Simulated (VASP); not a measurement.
KF, 2 atoms in the cell. The structure is cubic, space group Fm-3m (No. 225). Conventional cell: a = 5.318 Å, b = 5.318 Å, c = 5.318 Å, α = 90.00°, β = 90.00°, γ = 90.00°. Within 3.5 Å of K (site symmetry m-3m) lie 6 F at 2.66 Å. Within 3.5 Å of F (site symmetry m-3m) lie 6 K at 2.66 Å. 

```yaml
Program: VASP 6.6.1
Task: single point
Functional: HSE06
Potentials_or_basis: VASP PAW PBE potentials, release 64 (K_sv, F)
Cutoff: 520 eV
k_mesh: 4 × 4 × 4
Occupations: gaussian, width 0.05 eV
Spin: no spin polarisation
Dipole_correction: no
Grid_for_exact_exchange_PRECFOCK: Normal
Further_INCAR_settings: ALGO = Normal; EDIFF = 1e-07; NBANDS = 15
Share_of_exact_exchange: 0.25
Screening_parameter: 0.2079 1/Å
```

Potentials or basis: VASP PAW PBE potentials, release 64 (K_sv, F).

The run is started by

```bash
$ cat potpaw_PBE.64/K_sv/POTCAR potpaw_PBE.64/F/POTCAR > POTCAR
$ cp INCAR.step1 INCAR
$ mpirun -np 1 vasp_std > vasp.out
$ cp INCAR.step2 INCAR
$ mpirun -np 1 vasp_std > vasp.out
```

Hardware: 1 thread of Intel(R) Xeon(R) Platinum 8259CL CPU @ 2.50GHz (Skylake/Cascade Lake) (shared host).

How long does it take, and how much memory?

It took 6.6 min on 1 thread of Intel(R) Xeon(R) Platinum 8259CL CPU @ 2.50GHz (Skylake/Cascade Lake), with other jobs on the host, peak memory 0.27 GiB. Counts: k points 8.
